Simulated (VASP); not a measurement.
# Si3S2 (I4/mmm) in VASP: further runs, part 2 of 3

VASP 6.6.1.

### 3 Single point, PBE

This run uses another cell than the first one, of 22.11 Å³/atom.

Contents of INCAR:

```
SYSTEM = Si3S2
ALGO = Normal
EDIFF = 1E-7
ENCUT = 520
GGA = PE
ISIF = 2
ISMEAR = 0
LASPH = .TRUE.
LCHARG = .TRUE.
LELF = .TRUE.
LREAL = .FALSE.
LVHAR = .TRUE.
LWAVE = .FALSE.
NBANDS = 20
NELM = 100
PREC = Accurate
SIGMA = 0.1
```

Contents of KPOINTS:

```
k-points
0
G
  6 6 6
  0 0 0
```

Contents of POSCAR:

```
Si3S2
1.0
   -2.5225960500      2.5225960500      4.3429358000
    2.5225960500     -2.5225960500      4.3429358000
    2.5225960500      2.5225960500     -4.3429358000
Si S
3 2
Direct
    0.2461354300      0.2461354300      0.0000000000
    0.7538645700      0.7538645700      0.0000000000
    0.0000000000      0.0000000000      0.0000000000
    0.5000000000      0.0000000000      0.5000000000
    0.0000000000      0.5000000000      0.5000000000
```

Potentials or basis: VASP PAW PBE potentials, release 64 (Si, S).

Command:

```console
cat potpaw_PBE.64/Si/POTCAR potpaw_PBE.64/S/POTCAR > POTCAR
mpirun -np 1 vasp_std > vasp.out
```

OUTCAR:

```text
SYSTEM = Si3S2
   EDIFF = 1E-7
   ENCUT = 520
   GGA = PE
   ISIF = 2
   ISMEAR = 0
   LASPH = .TRUE.
   LREAL = .FALSE.
   NELM = 100
   PREC = Accurate

 ion  position               nearest neighbor table
   1  0.246  0.246  0.000-   3 2.14
   2  0.754  0.754  0.000-   3 2.14
   3  0.000  0.000  0.000-   1 2.14   2 2.14   4 2.52   5 2.52   5 2.52   4 2.52
   4  0.500  0.000  0.500-   3 2.52   3 2.52
   5  0.000  0.500  0.500-   3 2.52   3 2.52

  LATTYP: Found a body centered tetragonal cell.
 ALAT       =     5.0451921000
 C/A-ratio  =     1.7216136527

  Lattice vectors:

 A1 = (  -2.5225960500,   2.5225960500,   4.3429358000)
 A2 = (   2.5225960500,  -2.5225960500,   4.3429358000)
 A3 = (   2.5225960500,   2.5225960500,  -4.3429358000)

Analysis of symmetry for initial positions (statically):
=====================================================================
 Subroutine PRICEL returns:
 Original cell was already a primitive cell.

 Routine SETGRP: Setting up the symmetry group for a
 body centered tetragonal supercell.

 Subroutine GETGRP returns: Found 16 space group operations
 (whereof 16 operations were pure point group operations)
 out of a pool of 16 trial point group operations.

The static configuration has the point symmetry D_4h.

Analysis of symmetry for dynamics (positions and initial velocities):
=====================================================================
 Subroutine PRICEL returns:
 Original cell was already a primitive cell.

 Routine SETGRP: Setting up the symmetry group for a
 body centered tetragonal supercell.

 Subroutine GETGRP returns: Found 16 space group operations
 (whereof 16 operations were pure point group operations)
 out of a pool of 16 trial point group operations.

[... 118 lines left out ...]
   NUPDOWN=      -1.0000    fix difference up-down
   EMIN   =  10.00;   EMAX   =-10.00  energy-range for DOS
   EFERMI =   0.00;   METHOD = LEGACY
   ISMEAR =     0;   SIGMA  =   0.10  broadening in eV -4-tet -1-fermi 0-gaus
   EFERMI_NEDOS =   21; number of points for ismear=-14 and -15
   IALGO  =     38    algorithm
   IMIX   =      4    mixing-type and parameters
     AMIX     =   0.40;   BMIX     =  1.00
     AMIX_MAG =   1.60;   BMIX_MAG =  1.00
  volume/ion in A,a.u.               =      22.11       149.20
  Fermi-wavevector in a.u.,A,eV,Ry     =   0.983933  1.859364 13.172135  0.968125
  Thomas-Fermi vector in A             =   2.115128
   LORBIT       =      0    0 simple, 1 ext, 2 COOP (PROOUT), +10 PAW based schemes
   GGA     = PE    functional components
   LHFCALC =     F    Hartree Fock is set to
   AEXX    =    0.0000 exact exchange contribution
   IVDW    =     0    specifies the selected vdW correction
   LEPSILON=     F    determine dielectric tensor
   LRPA    =     F    only Hartree local field effects (RPA)
 non-spin polarized calculation
 Gauss-broadening in eV      SIGMA  =   0.10
  energy-cutoff  :      520.00
  volume of cell :      110.54
 maximum number of plane-waves:      2993
 NGX is ok and might be reduce to    42
   NGX = 21   NGY = 21   NGZ = 21

 number of electron      24.0000003 magnetization

 Free energy of the ion-electron system (eV)
  ---------------------------------------------------
  ext. energy  EPLUGINS =         0.00000000
  ---------------------------------------------------
  free energy    TOTEN  =       -19.74033216 eV

  energy without entropy =      -19.70845245  energy(sigma->0) =      -19.72439231

 E-fermi :   4.3113     XC(G=0):  -9.3022

 val. band max:        4.2946106110   @ k =  -0.1667  -0.3333   0.1667
 cond. band min:       4.3156436281   @ k =   0.5000   0.3333   0.0000
 fundamental gap:      0.0210330171
 Fermi energy:         4.3112655686

 k-point     1 :       0.0000    0.0000    0.0000
  band No.  band energies     occupation
      1      -9.2445      2.00000
      2      -7.1812      2.00000
      3      -3.5907      2.00000
      4      -2.6743      2.00000
      5      -0.7399      2.00000
      6      -0.7399      2.00000
[... 541 lines left out ...]
     19      10.3120      0.00000
     20      10.5920      0.00000

 [... further k-points ...]
[... 5 lines left out ...]
  --------------------------------------------------------------------------------------
  -------------------------------------------------------------------------------------
  Total       -5.8336658     -5.8336658      9.6061122      0.0000000      0.0000000     -0.0000000
  in kB      -84.5499400    -84.5499400    139.2257007      0.0000000      0.0000000     -0.0000000
  external PRESSURE =      -9.9580598 kB  Pullay stress =       0.0000000 kB

 VOLUME and BASIS-vectors are now :
 -----------------------------------------------------------------------------
  energy-cutoff  :      520.00
  volume of cell :      110.54
      direct lattice vectors                 reciprocal lattice vectors
    -2.522596050  2.522596050  4.342935800     0.000000000  0.198208508  0.115129494
     2.522596050 -2.522596050  4.342935800     0.198208508  0.000000000  0.115129494
     2.522596050  2.522596050 -4.342935800     0.198208508  0.198208508  0.000000000

 POSITION                                       TOTAL-FORCE (eV/Angst)
 -----------------------------------------------------------------------------------
      0.00000      0.00000      2.13790        -0.000000     -0.000000      3.566009
      0.00000      0.00000      6.54797        -0.000000     -0.000000     -3.566009
      0.00000      0.00000      0.00000         0.000000      0.000000     -0.000000
      0.00000      2.52260      0.00000         0.000000      0.000000     -0.000000
      2.52260      0.00000      0.00000         0.000000      0.000000     -0.000000
 -----------------------------------------------------------------------------------
    total drift:                               -0.000000     -0.000000     -0.000000

  FREE ENERGIE OF THE ION-ELECTRON SYSTEM (eV)
  ---------------------------------------------------
  free  energy   TOTEN  =       -19.7403321633 eV

  energy  without entropy=      -19.7084524498  energy(sigma->0) =      -19.72439231
```

stdout:

```text
POSCAR found type information on POSCAR SiS
 POSCAR found :  2 types and       5 ions
 scaLAPACK will be used
 LDA part: xc-table for (Slater+PW92), standard interpolation
 POSCAR, INCAR and KPOINTS ok, starting setup
 FFT: planning ... GRIDC
 FFT: planning ... GRID_SOFT
 FFT: planning ... GRID
 WAVECAR not read
 entering main loop
```

Wall time 1.9 min (1 thread of Intel Xeon Platinum 8259CL at 2.50GHz (Skylake/Cascade Lake), shared host); peak memory 0.27 GiB.

Results:

* Free energy: -19.7403 eV
* Pressure: -1.0 GPa
* Largest force: 3.566 eV/Å
* Band gap on the k mesh: zero (bands 12 and 13 overlap by 1.43 eV)

Forces on the atoms (eV/Å):
```
Si   0.000  0.000  3.566
Si   0.000  0.000 -3.566
Si   0.000  0.000  0.000
S    0.000  0.000  0.000
S    0.000  0.000  0.000
```

Stress tensor (GPa, compression positive):
```
-8.45  0.00  0.00
 0.00 -8.45  0.00
 0.00  0.00 13.92
```

Caveat: the stress differs along the axes, from -8 to 14 GPa; forces of over 1 eV/Å act on the atoms, so gaps and moduli don't describe the material at rest.

### 4 Single point, PBE

This run uses another cell than the first one, of 17.67 Å³/atom.

Contents of INCAR:

```
SYSTEM = Si3S2
ALGO     = Normal         ! electronic algorithm
EDIFF    = 1E-7           ! SCF threshold, eV
ENCUT    = 520            ! plane-wave cutoff, eV
GGA      = PE             ! functional
ISIF     = 2              ! what is computed and relaxed
ISMEAR   = 0              ! smearing method
LASPH    = .True.         ! aspherical terms in the spheres
LCHARG   = .True.         ! write CHGCAR
LELF     = .True.         ! ELF
LREAL    = .False.        ! projectors in reciprocal space
LVHAR    = .True.       
LWAVE    = .False.        ! write WAVECAR
NBANDS   = 20             ! bands
NELM     = 80             ! most SCF steps
PREC     = Accurate       ! precision mode
SIGMA    = 0.1            ! smearing width, eV
```

Contents of KPOINTS:

```
k-points
0
Gamma
  12 12 12
  0 0 0
```

Contents of POSCAR:

```
Si3S2
1.0
   -2.4437826151      2.4437826151      3.6993118650
    2.4437826151     -2.4437826151      3.6993118650
    2.4437826151      2.4437826151     -3.6993118650
Si S
3 2
Direct
    0.3433465830      0.3433465830      0.0000000000
    0.6566534170      0.6566534170      0.0000000000
    0.0000000000      0.0000000000      0.0000000000
    0.5000000000      0.0000000000      0.5000000000
    0.0000000000      0.5000000000      0.5000000000
```

Potentials or basis: VASP PAW PBE potentials, release 64 (Si, S).

Command:

```console
cat potpaw_PBE.64/Si/POTCAR potpaw_PBE.64/S/POTCAR > POTCAR
mpirun -np 1 vasp_std > vasp.out
```

OUTCAR:

```text
SYSTEM = Si3S2
   EDIFF = 1E-7
   ENCUT = 520
   GGA = PE
   ISIF = 2
   ISMEAR = 0
   LASPH = .True.
   LREAL = .False.
   NELM = 80
   PREC = Accurate

 ion  position               nearest neighbor table
   1  0.343  0.343  0.000-   2 2.32   3 2.54   4 2.70   5 2.70   5 2.70   4 2.70
   2  0.657  0.657  0.000-   1 2.32   3 2.54   4 2.70   5 2.70   4 2.70   5 2.70
   3  0.000  0.000  0.000-   4 2.44   5 2.44   5 2.44   4 2.44   1 2.54   2 2.54
   4  0.500  0.000  0.500-   3 2.44   3 2.44   2 2.70   1 2.70   1 2.70   2 2.70
   5  0.000  0.500  0.500-   3 2.44   3 2.44   2 2.70   1 2.70   2 2.70   1 2.70

  LATTYP: Found a body centered tetragonal cell.
 ALAT       =     4.8875652302
 C/A-ratio  =     1.5137647032

  Lattice vectors:

 A1 = (  -2.4437826151,   2.4437826151,   3.6993118650)
 A2 = (   2.4437826151,  -2.4437826151,   3.6993118650)
 A3 = (   2.4437826151,   2.4437826151,  -3.6993118650)

Analysis of symmetry for initial positions (statically):
=====================================================================
 Subroutine PRICEL returns:
 Original cell was already a primitive cell.

 Routine SETGRP: Setting up the symmetry group for a
 body centered tetragonal supercell.

 Subroutine GETGRP returns: Found 16 space group operations
 (whereof 16 operations were pure point group operations)
 out of a pool of 16 trial point group operations.

The static configuration has the point symmetry D_4h.

Analysis of symmetry for dynamics (positions and initial velocities):
=====================================================================
 Subroutine PRICEL returns:
 Original cell was already a primitive cell.

 Routine SETGRP: Setting up the symmetry group for a
 body centered tetragonal supercell.

 Subroutine GETGRP returns: Found 16 space group operations
 (whereof 16 operations were pure point group operations)
 out of a pool of 16 trial point group operations.

The dynamic configuration has the point symmetry D_4h.

 Subroutine INISYM returns: Found 16 space group operations
 (whereof 16 operations are pure point group operations),
 and found     1 'primitive' translations

----------------------------------------------------------------------------------------

                                     Primitive cell

  volume of cell :      88.3702

  direct lattice vectors                    reciprocal lattice vectors
    -2.443782615  2.443782615  3.699311865     0.000000000  0.204600850  0.135160273
     2.443782615 -2.443782615  3.699311865     0.204600850  0.000000000  0.135160273
     2.443782615  2.443782615 -3.699311865     0.204600850  0.204600850  0.000000000

  length of vectors
     5.062514712  5.062514712  5.062514712     0.245213799  0.245213799  0.289349297

  position of ions in fractional coordinates (direct lattice)
     0.343346583  0.343346583  0.000000000
     0.656653417  0.656653417  0.000000000
     0.000000000  0.000000000  0.000000000
     0.500000000  0.000000000  0.500000000
     0.000000000  0.500000000  0.500000000

  ion indices of the primitive-cell ions
   primitive index   ion index
                 1           1
                 2           2
                 3           3
                 4           4
                 5           5

----------------------------------------------------------------------------------------

 KPOINTS: k-points

Automatic generation of k-mesh.
 Grid dimensions read from file:
 generate k-points for:   12   12   12

 Generating k-lattice:

  Cartesian coordinates                     Fractional coordinates (reciprocal lattice)
     0.000000000  0.017050071  0.011263356     0.083333333  0.000000000 -0.000000000
     0.017050071  0.000000000  0.011263356     0.000000000  0.083333333 -0.000000000
     0.017050071  0.017050071  0.000000000     0.000000000  0.000000000  0.083333333

  Length of vectors
     0.020434483  0.020434483  0.024112441

  Shift w.r.t. Gamma in fractional coordinates (k-lattice)
     0.000000000  0.000000000  0.000000000

 Subroutine IBZKPT returns following result:
 ===========================================

 Found    163 irreducible k-points:

 Following reciprocal coordinates:
            Coordinates               Weight
  0.000000  0.000000  0.000000      1.000000
  0.083333 -0.000000  0.000000      8.000000
  0.166667  0.000000 -0.000000      8.000000
  0.250000 -0.000000  0.000000      8.000000
  0.333333  0.000000  0.000000      8.000000
  0.416667  0.000000 -0.000000      8.000000
[... 16 lines left out ...]
  0.500000  0.166667  0.000000     16.000000
 -0.416667  0.166667  0.000000     16.000000
 [... further k-points ...]
   k-points           NKPTS =    163   k-points in BZ     NKDIM =    163   number of bands    NBANDS=     20
   number of dos      NEDOS =    301   number of ions     NIONS =      5
   total plane-waves  NPLWV =  64000
   dimension x,y,z NGX =    40 NGY =   40 NGZ =   40
   dimension x,y,z NGXF=    80 NGYF=   80 NGZF=   80
   ions per type =               3   2
   NGX,Y,Z   is equivalent  to a cutoff of  13.14, 13.14, 13.14 a.u.
   NGXF,Y,Z  is equivalent  to a cutoff of  26.27, 26.27, 26.27 a.u.
 SYSTEM =  Si3S2
   PREC   = accura    normal or accurate (medium, high low for compatibility)
   ISTART =      0    job   : 0-new  1-cont  2-samecut
   ICHARG =      2    charge: 1-file 2-atom 10-const
   ISPIN  =      1    spin polarized calculation?
   LNONCOLLINEAR =      F non collinear calculations
   LSORBIT =      F    spin-orbit coupling
   LASPH  =      T    aspherical Exc in radial PAW
   ENCUT  =  520.0 eV  38.22 Ry    6.18 a.u.   9.41  9.41  9.41*2*pi/ulx,y,z
   NELM   =     80;   NELMIN=  2; NELMDL= -5     # of ELM steps
   EDIFF  = 0.1E-06   stopping-criterion for ELM
   LREAL  =      F    real-space projection
   EDIFFG = 0.1E-05   stopping-criterion for IOM
   NSW    =      0    number of steps for IOM
   IBRION =     -1    ionic relax: 0-MD 1-quasi-New 2-CG
   NFREE  =      0    steps in history (QN), initial steepest desc. (CG)
   ISIF   =      2    stress and relaxation
   ISYM   =      2    0-nonsym 1-usesym 2-fastsym
   POTIM  = 0.5000    time-step for ionic-motion
   TEBEG  =    0.0;   TEEND  =   0.0 temperature during run
   PSTRESS=    0.0 pullay stress
   NELECT =      24.0000    total number of electrons
   NUPDOWN=      -1.0000    fix difference up-down
   EMIN   =  10.00;   EMAX   =-10.00  energy-range for DOS
   EFERMI =   0.00;   METHOD = LEGACY
   ISMEAR =     0;   SIGMA  =   0.10  broadening in eV -4-tet -1-fermi 0-gaus
   EFERMI_NEDOS =   21; number of points for ismear=-14 and -15
   IALGO  =     38    algorithm
   IMIX   =      4    mixing-type and parameters
     AMIX     =   0.40;   BMIX     =  1.00
     AMIX_MAG =   1.60;   BMIX_MAG =  1.00
  volume/ion in A,a.u.               =      17.67       119.27
  Fermi-wavevector in a.u.,A,eV,Ry     =   1.060173  2.003436 15.292483  1.123966
  Thomas-Fermi vector in A             =   2.195544
   LORBIT       =      0    0 simple, 1 ext, 2 COOP (PROOUT), +10 PAW based schemes
   GGA     = PE    functional components
   LHFCALC =     F    Hartree Fock is set to
   AEXX    =    0.0000 exact exchange contribution
   IVDW    =     0    specifies the selected vdW correction
   LEPSILON=     F    determine dielectric tensor
   LRPA    =     F    only Hartree local field effects (RPA)
 non-spin polarized calculation
 Gauss-broadening in eV      SIGMA  =   0.10
  energy-cutoff  :      520.00
  volume of cell :       88.37
 maximum number of plane-waves:      2407
 NGX is ok and might be reduce to    40
   NGX = 19   NGY = 19   NGZ = 19

 number of electron      24.0000000 magnetization

 Free energy of the ion-electron system (eV)
  ---------------------------------------------------
  ext. energy  EPLUGINS =         0.00000000
  ---------------------------------------------------
  free energy    TOTEN  =       -22.76695221 eV

  energy without entropy =      -22.75451323  energy(sigma->0) =      -22.76073272

 E-fermi :   7.3674     XC(G=0): -10.2707

 val. band max:        7.3622504761   @ k =   0.4167   0.0000  -0.0000
 cond. band min:       7.3687235352   @ k =  -0.1667   0.3333   0.0833
 fundamental gap:      0.0064730591
 Fermi energy:         7.3674208452

 k-point     1 :       0.0000    0.0000    0.0000
  band No.  band energies     occupation
      1      -8.1956      2.00000
      2      -5.4102      2.00000
      3       0.1872      2.00000
      4       0.7068      2.00000
      5       0.7068      2.00000
      6       0.9487      2.00000
[... 541 lines left out ...]
     19      13.3980      0.00000
     20      13.6554      0.00000

 [... further k-points ...]
[... 5 lines left out ...]
  --------------------------------------------------------------------------------------
  -------------------------------------------------------------------------------------
  Total       -0.0245427     -0.0245427     -0.0260355      0.0000000      0.0000000      0.0000000
  in kB       -0.4449653     -0.4449653     -0.4720303      0.0000000      0.0000000      0.0000000
  external PRESSURE =      -0.4539869 kB  Pullay stress =       0.0000000 kB

 VOLUME and BASIS-vectors are now :
 -----------------------------------------------------------------------------
  energy-cutoff  :      520.00
  volume of cell :       88.37
      direct lattice vectors                 reciprocal lattice vectors
    -2.443782615  2.443782615  3.699311865     0.000000000  0.204600850  0.135160273
     2.443782615 -2.443782615  3.699311865     0.204600850  0.000000000  0.135160273
     2.443782615  2.443782615 -3.699311865     0.204600850  0.204600850  0.000000000

 POSITION                                       TOTAL-FORCE (eV/Angst)
 -----------------------------------------------------------------------------------
      0.00000      0.00000      2.54029         0.000000      0.000000      0.006393
      0.00000      0.00000      4.85833         0.000000      0.000000     -0.006393
      0.00000      0.00000      0.00000        -0.000000     -0.000000     -0.000000
      0.00000      2.44378      0.00000        -0.000000     -0.000000     -0.000000
      2.44378      0.00000      0.00000        -0.000000     -0.000000      0.000000
 -----------------------------------------------------------------------------------
    total drift:                               -0.000000     -0.000000      0.000000

  FREE ENERGIE OF THE ION-ELECTRON SYSTEM (eV)
  ---------------------------------------------------
  free  energy   TOTEN  =       -22.7669522068 eV

  energy  without entropy=      -22.7545132332  energy(sigma->0) =      -22.76073272
```

It took 5.2 min on 1 thread of Intel Xeon Platinum 8259CL at 2.50GHz (Skylake/Cascade Lake), shared host; peak memory 0.38 GiB.

Results:

| Quantity | Value |
| --- | --- |
| Free energy | -22.7670 eV |
| Pressure | 0.0 GPa |
| Largest force | 0.006 eV/Å |
| Band gap on the k mesh | zero (bands 12 and 13 overlap by 2.25 eV) |

Forces in eV/Å, atoms in the order of the input:
```
Si   0.000  0.000  0.006
Si   0.000  0.000 -0.006
Si   0.000  0.000  0.000
S    0.000  0.000  0.000
S    0.000  0.000  0.000
```

[end of part 2 of 3]

The gap in the log of VASP goes by the Fermi energy; the results here count the filled bands.